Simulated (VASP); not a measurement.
A run of VASP 6.6.1 is set up as follows.

File INCAR:

```
ALGO = Normal ; EDIFF = 1E-6
EDIFFG = -0.005 ; ENCUT = 600
GGA = CA ; IBRION = 2
ISIF = 3 ; ISMEAR = 0
LASPH = True ; LCHARG = False
LREAL = False ; LWAVE = False
NELM = 60 ; NSW = 80
PREC = Accurate ; SIGMA = 0.01
```

Contents of KPOINTS:

```
k-points
0
Gamma
  8 8 8
```

Contents of POSCAR:

```
GaP
1.0
    0.0000000000      2.7250000000      2.7250000000
    2.7250000000      0.0000000000      2.7250000000
    2.7250000000      2.7250000000      0.0000000000
Ga P
1 1
Direct
    0.0000000000      0.0000000000      0.0000000000
    0.2500000000      0.2500000000      0.2500000000
```

Potentials or basis: VASP PAW LDA potentials, release 64 (Ga_d, P).

Command:

```sh
$ cat potpaw_LDA.64/Ga_d/POTCAR potpaw_LDA.64/P/POTCAR > POTCAR
$ mpirun -np 1 vasp_std > vasp.out
```

Task: Estimate the relaxed volume.

Result: 19.61 Å³/atom.

Task: What does it give for the relaxed cell?

Result: a = 3.814 Å, b = 3.814 Å, c = 3.814 Å, α = 60.00°, β = 60.00°, γ = 60.00°.

The path:
```tsv
step	energy change (eV)	largest force (eV/Å)	pressure (GPa)	volume (Å³)
1	0.0000	0.0000	-2.66	40.47
2	-0.0071	0.0000	1.67	38.53
3	-0.0106	0.0000	-0.07	39.22
4	-0.0106	0.0000	0.10	39.19
5	-0.0106	0.0000	-0.10	39.26
6	-0.0106	0.0000	0.04	39.22
```
